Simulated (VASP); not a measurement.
# Y5N (F-43m) in VASP: notebook

The runs below take Y5N through single point, relaxation of cell and atoms, with PBE.

Program: VASP 6.6.1. These are calculated values, not measurements. Logs are shortened: lines on timing, memory, paths and dates and some standing lists are left out, and cuts for length are marked.

## 1. The cell of the first run

The structure is cubic, space group F-43m (No. 216). The conventional cell has a = 7.934 Å, b = 7.934 Å, c = 7.934 Å, α = 90.00°, β = 90.00°, γ = 90.00°. Y (site symmetry 3m) has 9 Y at 2.81 to 3.29 Å and 3 N at 3.29 Å within 3.7 Å. Within 4.3 Å of Y (site symmetry -43m) lie 12 Y at 3.29 Å and 4 N at 3.44 Å. N (site symmetry -43m) has 16 Y at 3.29 to 3.44 Å within 4.3 Å.

The cell was generated, and may not be a known phase.

## 2. Single point, PBE

File INCAR:

```
SYSTEM = Y5N
PREC = Accurate ; ENCUT = 520
EDIFF = 1E-6 ; ISMEAR = 0
SIGMA = 0.1 ; LREAL = .FALSE.
LASPH = .TRUE. ; NELM = 100
ALGO = Normal ; ISIF = 2
LWAVE = .FALSE. ; LCHARG = .TRUE.
GGA = PE ; LELF = .TRUE.
LVHAR = .TRUE. ; NBANDS = 39
```

File KPOINTS:

```
regular mesh
0
G
  4 4 4
  0 0 0
```

File POSCAR:

```
Y5N
1.0
    0.0000000000      3.9672319500      3.9672319500
    3.9672319500      0.0000000000      3.9672319500
    3.9672319500      3.9672319500      0.0000000000
Y N
5 1
Direct
    0.1250000000      0.6250000000      0.6250000000
    0.6250000000      0.6250000000      0.6250000000
    0.6250000000      0.1250000000      0.6250000000
    0.6250000000      0.6250000000      0.1250000000
    0.2500000000      0.2500000000      0.2500000000
    0.0000000000      0.0000000000      0.0000000000
```

Potentials or basis: VASP PAW PBE potentials, release 64 (Y_sv, N).

On the command line:

```console
$ cat potpaw_PBE.64/Y_sv/POTCAR potpaw_PBE.64/N/POTCAR > POTCAR
$ mpirun -np 1 vasp_std > vasp.out
```

OUTCAR:

```text
SYSTEM = Y5N
   PREC = Accurate
   ENCUT = 520
   EDIFF = 1E-6
   ISMEAR = 0
   LREAL = .FALSE.
   LASPH = .TRUE.
   NELM = 100
   ISIF = 2
   GGA = PE

 ion  position               nearest neighbor table
   1  0.125  0.625  0.625-   2 2.81   4 2.81   3 2.81   2 2.81   3 2.81   4 2.81   5 3.29   5 3.29
                             5 3.29
   2  0.625  0.625  0.625-   1 2.81   3 2.81   4 2.81   4 2.81   3 2.81   1 2.81   5 3.29   5 3.29
                             5 3.29
   3  0.625  0.125  0.625-   2 2.81   4 2.81   1 2.81   2 2.81   4 2.81   1 2.81   5 3.29   5 3.29
                             5 3.29
   4  0.625  0.625  0.125-   2 2.81   1 2.81   2 2.81   3 2.81   3 2.81   1 2.81   5 3.29   5 3.29
                             5 3.29
   5  0.250  0.250  0.250-   1 3.29   3 3.29   4 3.29   1 3.29   2 3.29   3 3.29   1 3.29   2 3.29
                             4 3.29   2 3.29   3 3.29   4 3.29
   6  0.000  0.000  0.000-

  LATTYP: Found a face centered cubic cell.
 ALAT       =     7.9344639000

  Lattice vectors:

 A1 = (   0.0000000000,   3.9672319500,   3.9672319500)
 A2 = (   3.9672319500,   0.0000000000,   3.9672319500)
 A3 = (   3.9672319500,   3.9672319500,   0.0000000000)

Analysis of symmetry for initial positions (statically):
=====================================================================
 Subroutine PRICEL returns:
 Original cell was already a primitive cell.

 Routine SETGRP: Setting up the symmetry group for a
 face centered cubic supercell.

 Subroutine GETGRP returns: Found 24 space group operations
 (whereof 24 operations were pure point group operations)
 out of a pool of 48 trial point group operations.

The static configuration has the point symmetry T_d .

Analysis of symmetry for dynamics (positions and initial velocities):
=====================================================================
 Subroutine PRICEL returns:
 Original cell was already a primitive cell.

 Routine SETGRP: Setting up the symmetry group for a
 face centered cubic supercell.

 Subroutine GETGRP returns: Found 24 space group operations
 (whereof 24 operations were pure point group operations)
 out of a pool of 48 trial point group operations.

The dynamic configuration has the point symmetry T_d .

 Subroutine INISYM returns: Found 24 space group operations
 (whereof 24 operations are pure point group operations),
 and found     1 'primitive' translations

----------------------------------------------------------------------------------------

                                     Primitive cell

  volume of cell :     124.8800

  direct lattice vectors                    reciprocal lattice vectors
     0.000000000  3.967231950  3.967231950    -0.126032459  0.126032459  0.126032459
     3.967231950  0.000000000  3.967231950     0.126032459 -0.126032459  0.126032459
     3.967231950  3.967231950  0.000000000     0.126032459  0.126032459 -0.126032459

  length of vectors
     5.610513229  5.610513229  5.610513229     0.218294623  0.218294623  0.218294623

  position of ions in fractional coordinates (direct lattice)
     0.125000000  0.625000000  0.625000000
     0.625000000  0.625000000  0.625000000
     0.625000000  0.125000000  0.625000000
     0.625000000  0.625000000  0.125000000
     0.250000000  0.250000000  0.250000000
     0.000000000  0.000000000  0.000000000

  ion indices of the primitive-cell ions
   primitive index   ion index
                 1           1
                 2           2
                 3           3
                 4           4
                 5           5
                 6           6

----------------------------------------------------------------------------------------

 KPOINTS: regular mesh

Automatic generation of k-mesh.
 Grid dimensions read from file:
 generate k-points for:    4    4    4

 Generating k-lattice:

  Cartesian coordinates                     Fractional coordinates (reciprocal lattice)
    -0.031508115  0.031508115  0.031508115     0.250000000  0.000000000  0.000000000
     0.031508115 -0.031508115  0.031508115     0.000000000  0.250000000  0.000000000
     0.031508115  0.031508115 -0.031508115     0.000000000  0.000000000  0.250000000

  Length of vectors
     0.054573656  0.054573656  0.054573656

  Shift w.r.t. Gamma in fractional coordinates (k-lattice)
     0.000000000  0.000000000  0.000000000

 Subroutine IBZKPT returns following result:
 ===========================================

 Found      8 irreducible k-points:

 Following reciprocal coordinates:
            Coordinates               Weight
  0.000000  0.000000  0.000000      1.000000
  0.250000  0.000000  0.000000      8.000000
  0.500000  0.000000  0.000000      4.000000
  0.250000  0.250000  0.000000      6.000000
  0.500000  0.250000  0.000000     24.000000
 -0.250000  0.250000  0.000000     12.000000
  0.500000  0.500000  0.000000      3.000000
 -0.250000  0.500000  0.250000      6.000000
[... 32 lines left out ...]
   EFERMI =   0.00;   METHOD = LEGACY
   ISMEAR =     0;   SIGMA  =   0.10  broadening in eV -4-tet -1-fermi 0-gaus
   EFERMI_NEDOS =   21; number of points for ismear=-14 and -15
   IALGO  =     38    algorithm
   IMIX   =      4    mixing-type and parameters
     AMIX     =   0.40;   BMIX     =  1.00
     AMIX_MAG =   1.60;   BMIX_MAG =  1.00
  volume/ion in A,a.u.               =      20.81       140.46
  Fermi-wavevector in a.u.,A,eV,Ry     =   1.282215  2.423036 22.369017  1.644076
  Thomas-Fermi vector in A             =   2.414540
   LORBIT       =      0    0 simple, 1 ext, 2 COOP (PROOUT), +10 PAW based schemes
   GGA     = PE    functional components
   LHFCALC =     F    Hartree Fock is set to
   AEXX    =    0.0000 exact exchange contribution
   IVDW    =     0    specifies the selected vdW correction
   LEPSILON=     F    determine dielectric tensor
   LRPA    =     F    only Hartree local field effects (RPA)
 non-spin polarized calculation
 Gauss-broadening in eV      SIGMA  =   0.10
  energy-cutoff  :      520.00
  volume of cell :      124.88
 maximum number of plane-waves:      3383
 NGX is ok and might be reduce to    42
   NGX = 21   NGY = 21   NGZ = 21

 number of electron      60.0000001 magnetization

 Free energy of the ion-electron system (eV)
  ---------------------------------------------------
  ext. energy  EPLUGINS =         0.00000000
  ---------------------------------------------------
  free energy    TOTEN  =       -30.44956264 eV

  energy without entropy =      -30.39472427  energy(sigma->0) =      -30.42214346

 E-fermi :   4.6943     XC(G=0): -10.7850

 val. band max:        4.6596597379   @ k =  -0.2500   0.5000   0.2500
 cond. band min:       4.6950940805   @ k =   0.2500   0.0000   0.0000
 fundamental gap:      0.0354343426
 Fermi energy:         4.6942691238

 k-point     1 :       0.0000    0.0000    0.0000
  band No.  band energies     occupation
      1     -37.8014      2.00000
      2     -37.4158      2.00000
      3     -37.0973      2.00000
      4     -37.0973      2.00000
      5     -37.0973      2.00000
      6     -19.9245      2.00000
[... 31 lines left out ...]
     38       7.4656      0.00000
     39       7.4656      0.00000

 k-point     2 :       0.2500    0.0000    0.0000
  band No.  band energies     occupation
      1     -37.7297      2.00000
      2     -37.4232      2.00000
      3     -37.1725      2.00000
      4     -37.0979      2.00000
      5     -37.0979      2.00000
      6     -19.6578      2.00000
[... 31 lines left out ...]
     38       7.4916      0.00000
     39       7.4916      0.00000

 k-point     3 :       0.5000    0.0000    0.0000
  band No.  band energies     occupation
      1     -37.6202      2.00000
      2     -37.4518      2.00000
      3     -37.2643      2.00000
      4     -37.0985      2.00000
      5     -37.0985      2.00000
      6     -19.3581      2.00000
[... 160 lines left out ...]
 k-point     7 :       0.5000    0.5000    0.0000
  band No.  band energies     occupation
      1     -37.4818      2.00000
      2     -37.4448      2.00000
      3     -37.4150      2.00000
      4     -37.0999      2.00000
      5     -37.0999      2.00000
      6     -18.7397      2.00000
[... 31 lines left out ...]
     38       6.8369      0.00000
     39       6.8369      0.00000

 k-point     8 :      -0.2500    0.5000    0.2500
  band No.  band energies     occupation
      1     -37.4551      2.00000
      2     -37.4452      2.00000
      3     -37.4448      2.00000
      4     -37.0999      2.00000
      5     -37.0964      2.00000
      6     -18.7019      2.00000
[... 31 lines left out ...]
     38       6.9720      0.00000
     39       7.1326      0.00000

------------------------ aborting loop because EDIFF is reached ----------------------------------------

  FORCE on cell =-STRESS in cart. coord.  units (eV):
  Direction    XX          YY          ZZ          XY          YZ          ZX
  --------------------------------------------------------------------------------------
  -------------------------------------------------------------------------------------
  Total       16.6052399     16.6052399     16.6052399      0.0000000      0.0000000      0.0000000
  in kB      213.0408870    213.0408870    213.0408870      0.0000000      0.0000000      0.0000000
  external PRESSURE =     213.0408870 kB  Pullay stress =       0.0000000 kB

 VOLUME and BASIS-vectors are now :
 -----------------------------------------------------------------------------
  energy-cutoff  :      520.00
  volume of cell :      124.88
      direct lattice vectors                 reciprocal lattice vectors
     0.000000000  3.967231950  3.967231950    -0.126032459  0.126032459  0.126032459
     3.967231950  0.000000000  3.967231950     0.126032459 -0.126032459  0.126032459
     3.967231950  3.967231950  0.000000000     0.126032459  0.126032459 -0.126032459

 POSITION                                       TOTAL-FORCE (eV/Angst)
 -----------------------------------------------------------------------------------
      4.95904      2.97542      2.97542         0.117406     -0.117406     -0.117406
      4.95904      4.95904      4.95904         0.117406      0.117406      0.117406
      2.97542      4.95904      2.97542        -0.117406      0.117406     -0.117406
      2.97542      2.97542      4.95904        -0.117406     -0.117406      0.117406
      1.98362      1.98362      1.98362         0.000000      0.000000      0.000000
      0.00000      0.00000      0.00000         0.000000      0.000000      0.000000
 -----------------------------------------------------------------------------------
    total drift:                                0.000000      0.000000      0.000000

  FREE ENERGIE OF THE ION-ELECTRON SYSTEM (eV)
  ---------------------------------------------------
  free  energy   TOTEN  =       -30.4495626413 eV

  energy  without entropy=      -30.3947242702  energy(sigma->0) =      -30.42214346
```

Wall time 2.2 min (1 thread of Intel Xeon 8259CL, shared host); peak memory 0.27 GiB.

Results:

```yaml
Free_energy: -30.4496 eV
Pressure: 21.3 GPa
Band_gap_on_the_k_mesh: zero (bands 30 and 31 overlap by 0.24 eV)
```

Caveat: the cell stands under pressure.

## 3. Single point, PBE

This run uses another cell than the first one, of 30.77 Å³/atom.

File INCAR:

```
SYSTEM = Y5N
PREC     = Accurate       ! precision mode
ENCUT    = 520            ! plane-wave cutoff, eV
EDIFF    = 1E-6           ! SCF threshold, eV
ISMEAR   = 0              ! smearing method
SIGMA    = 0.1            ! smearing width, eV
LREAL    = .False.        ! projectors in reciprocal space
LASPH    = .True.         ! aspherical terms in the spheres
NELM     = 80             ! most SCF steps
ALGO     = Normal         ! electronic algorithm
ISIF     = 2              ! what is computed and relaxed
LWAVE    = .False.        ! write WAVECAR
LCHARG   = .False.        ! write CHGCAR
GGA      = PE             ! functional
NBANDS   = 39             ! bands
```

File KPOINTS:

```
Automatic mesh
0
Gamma
  4 4 4
  0 0 0
```

File POSCAR:

```
Y5N
1.0
    0.0000000000      4.5196429832      4.5196429832
    4.5196429832      0.0000000000      4.5196429832
    4.5196429832      4.5196429832      0.0000000000
Y N
5 1
Direct
    0.1275559836      0.6241480055      0.6241480055
    0.6241480055      0.6241480055      0.6241480055
    0.6241480055      0.1275559836      0.6241480055
    0.6241480055      0.6241480055      0.1275559836
    0.2500000000      0.2500000000      0.2500000000
    0.0000000000      0.0000000000      0.0000000000
```

Potentials or basis: VASP PAW PBE potentials, release 64 (Y_sv, N).

On the command line:

```console
$ cat potpaw_PBE.64/Y_sv/POTCAR potpaw_PBE.64/N/POTCAR > POTCAR
$ mpirun -np 1 vasp_std > vasp.out
```

Wall time 2.8 min (1 thread of Intel Xeon 8259CL, shared host); peak memory 0.35 GiB.

It converged, with:

| Quantity | Value |
| --- | --- |
| Free energy | -33.5218 eV |
| Pressure | -0.1 GPa |
| Largest force | 0.021 eV/Å |
| Band gap on the k mesh | zero (bands 30 and 31 overlap by 0.15 eV) |

Forces on the atoms (eV/Å):
```
Y   -0.012  0.012  0.012
Y   -0.012 -0.012 -0.012
Y    0.012 -0.012  0.012
Y    0.012  0.012 -0.012
Y    0.000  0.000  0.000
N    0.000  0.000  0.000
```

Levels at points of the mesh, in eV from the Fermi level:
| k point | band 27 | band 28 | band 29 | band 30 | band 31 | band 32 | band 33 | band 34 |
| --- | --- | --- | --- | --- | --- | --- | --- | --- |
| (0.00, 0.00, 0.00) | -1.27 | -1.27 | -1.27 | 0.14 | 0.14 | 0.31 | 0.31 | 0.31 |
| (0.50, 0.00, 0.00) | -0.73 | -0.73 | -0.64 | -0.01 | -0.01 | 0.27 | 0.64 | 0.64 |
| (0.50, 0.50, 0.00) | -0.66 | -0.44 | -0.44 | 0.05 | 0.18 | 0.31 | 0.42 | 0.78 |

## 4. Relaxation of cell and atoms, PBE

File INCAR:

```
ALGO = Normal
EDIFF = 1E-6
EDIFFG = -0.04
ENCUT = 600
GGA = PE
IBRION = 2
ISIF = 3
ISMEAR = 0
LASPH = T
LCHARG = F
LREAL = F
LWAVE = F
NELM = 100
NSW = 90
PREC = Accurate
SIGMA = 0.1
```

File KPOINTS:

```
k-points
0
Gamma
  4 4 4
```

File POSCAR:

```
Y5N
1.0
    0.0000000000      3.9672319500      3.9672319500
    3.9672319500      0.0000000000      3.9672319500
    3.9672319500      3.9672319500      0.0000000000
Y N
5 1
Direct
    0.1250000000      0.6250000000      0.6250000000
    0.6250000000      0.6250000000      0.6250000000
    0.6250000000      0.1250000000      0.6250000000
    0.6250000000      0.6250000000      0.1250000000
    0.2500000000      0.2500000000      0.2500000000
    0.0000000000      0.0000000000      0.0000000000
```

On the command line:

```console
$ cat potpaw_PBE.64/Y_sv/POTCAR potpaw_PBE.64/N/POTCAR > POTCAR
$ mpirun -np 1 vasp_std > vasp.out
```

Run time: 13 min. Hardware: 1 thread of Intel Xeon 8259CL, shared host; peak memory 0.36 GiB.

It converged, with:

```yaml
Free_energy: -33.5102 eV
Relaxed_volume: 30.74 Å³/atom
Relaxed_cell: a = 6.390 Å, b = 6.390 Å, c = 6.390 Å, α = 60.00°, β = 60.00°, γ = 60.00°
Space_group_after_relaxing_to_0.1_Å: F-43m (No. 216)
Energy_gained_by_relaxing: 509.7 meV/atom
Ionic_steps: 5
Pressure_after_relaxing: -0.1 GPa
Band_gap_on_the_k_mesh: zero (bands 30 and 31 overlap by 0.16 eV)
```

Step by step:
```csv
step,energy change (eV),largest force (eV/Å),pressure (GPa),volume (Å³)
1,0.0000,0.2036,21.29,124.88
2,-3.0345,0.4313,0.32,181.85
3,-3.0357,0.4423,-0.01,183.73
4,-3.0576,0.0764,-0.07,184.34
5,-3.0583,0.0042,-0.07,184.47
```

Final structure:
```cif
data_structure
_symmetry_space_group_name_H-M 'P 1'
_symmetry_Int_Tables_number 1
_cell_length_a 6.3897
_cell_length_b 6.3897
_cell_length_c 6.3897
_cell_angle_alpha 60.000
_cell_angle_beta 60.000
_cell_angle_gamma 60.000
_cell_volume 184.47
loop_
_atom_site_label
_atom_site_type_symbol
_atom_site_fract_x
_atom_site_fract_y
_atom_site_fract_z
_atom_site_occupancy
Y1 Y 0.12774 0.62409 0.62409 1
Y2 Y 0.62409 0.62409 0.62409 1
Y3 Y 0.62409 0.12774 0.62409 1
Y4 Y 0.62409 0.62409 0.12774 1
Y5 Y 0.25000 0.25000 0.25000 1
N1 N 0.00000 0.00000 0.00000 1
```

Levels at points of the mesh, in eV from the Fermi level:
| k point | band 27 | band 28 | band 29 | band 30 | band 31 | band 32 | band 33 | band 34 |
| --- | --- | --- | --- | --- | --- | --- | --- | --- |
| (0.00, 0.00, 0.00) | -1.27 | -1.27 | -1.27 | 0.14 | 0.14 | 0.31 | 0.31 | 0.31 |
| (0.50, 0.00, 0.00) | -0.73 | -0.73 | -0.64 | -0.01 | -0.01 | 0.27 | 0.64 | 0.64 |
| (0.50, 0.50, 0.00) | -0.66 | -0.44 | -0.44 | 0.05 | 0.18 | 0.31 | 0.42 | 0.79 |

Caveat: the volume moved by over 15 % at a fixed basis, so the end points are rough.

## 5. Single point, PBE, collinear spin, ferromagnetic start

This run uses another cell than the first one, of 30.77 Å³/atom.

File INCAR:

```
SYSTEM = Y5N
ALGO = Normal
EDIFF = 1E-6
ENCUT = 520
GGA = PE
ISIF = 2
ISMEAR = 0
ISPIN = 2
LASPH = .TRUE.
LCHARG = .FALSE.
LMAXMIX = 4
LORBIT = 11
LREAL = .FALSE.
LWAVE = .FALSE.
MAGMOM = 0 0 0 0 0 1
NBANDS = 43
NELM = 150
PREC = Accurate
SIGMA = 0.1
```

File KPOINTS:

```
k-points
0
G
  4 4 4
  0 0 0
```

File POSCAR:

```
Y5N
1.0
    0.0000000000      4.5196429832      4.5196429832
    4.5196429832      0.0000000000      4.5196429832
    4.5196429832      4.5196429832      0.0000000000
Y N
5 1
Direct
    0.3758519945      0.3758519945      0.8724440164
    0.3758519945      0.8724440164      0.3758519945
    0.8724440164      0.3758519945      0.3758519945
    0.3758519945      0.3758519945      0.3758519945
    0.7500000000      0.7500000000      0.7500000000
    0.0000000000      0.0000000000      0.0000000000
```

On the command line:

```console
$ cat potpaw_PBE.64/Y_sv/POTCAR potpaw_PBE.64/N/POTCAR > POTCAR
$ mpirun -np 1 vasp_std > vasp.out
```

Wall time 11 min (1 thread of Intel Xeon 8259CL, shared host); peak memory 0.47 GiB.

The run converged. Its results:

- Free energy: -33.5218 eV
- Pressure: 0.0 GPa
- Largest force: 0.021 eV/Å
- Band gap on the k mesh: zero (filled and empty bands overlap)
- Net moment: -0.01 μB per cell
- Valence electrons inside the program's atomic spheres: Y 9.59, 9.23 (each value once); N 3.27

Forces in eV/Å, atoms in the order of the input:
```
Y   -0.012 -0.012  0.012
Y   -0.012  0.012 -0.012
Y    0.012 -0.012 -0.012
Y    0.012  0.012  0.012
Y    0.000  0.000  0.000
N    0.000  0.000  0.000
```

Levels at points of the mesh, in eV from the Fermi level:
Spin up:
| k point | band 28 | band 29 | band 30 | band 31 | band 32 | band 33 |
| --- | --- | --- | --- | --- | --- | --- |
| (0.00, 0.00, 0.00) | -1.27 | -1.27 | 0.14 | 0.14 | 0.31 | 0.31 |
| (0.50, 0.00, 0.00) | -0.72 | -0.64 | -0.01 | -0.01 | 0.27 | 0.64 |
| (0.50, 0.50, 0.00) | -0.44 | -0.44 | 0.05 | 0.18 | 0.31 | 0.42 |
Spin down:
```csv
k point,band 26,band 27,band 28,band 29,band 30,band 31,band 32,band 33,band 34,band 35
"(0.00, 0.00, 0.00)",-1.61,-1.27,-1.27,-1.27,0.14,0.14,0.31,0.31,0.31,1.22
"(0.50, 0.00, 0.00)",-1.12,-0.73,-0.73,-0.64,-0.01,-0.01,0.26,0.64,0.64,0.65
"(0.50, 0.50, 0.00)",-1.27,-0.67,-0.44,-0.44,0.06,0.17,0.30,0.42,0.78,1.01
```

## 6. Overview

```tsv
task	spin	cell	cutoff (eV)	gap on the mesh (eV)	pressure (GPa)	largest force (eV/Å)
single point	off	a = 5.611 Å, angles 60.0°, 6 atoms, atomic positions A	520	none	21.3	-
single point	off	a = 6.392 Å, angles 60.0°, 6 atoms, atomic positions B	520	none	-0.1	0.02
relaxation of cell and atoms	off	relaxed from a = 5.611 Å, angles 60.0°, 6 atoms, atomic positions A	600	none	-0.1	-
single point	collinear, ferromagnetic start	a = 6.392 Å, angles 60.0°, 6 atoms, atomic positions B	520	none	0.0	0.02
```

Alike in all rows: level PBE; potentials or basis VASP PAW PBE potentials, release 64 (Y_sv, N); k mesh 4 × 4 × 4; smearing gaussian 0.1 eV.

Caveats: the cell stands under pressure (at least some runs); the volume moved by over 15 % at a fixed basis, so the end points are rough (at least some runs).

Total energies depend on the potentials used, so only differences within one code and one set of settings carry meaning.

The gap in the log of VASP goes by the Fermi energy; the results here count the filled bands.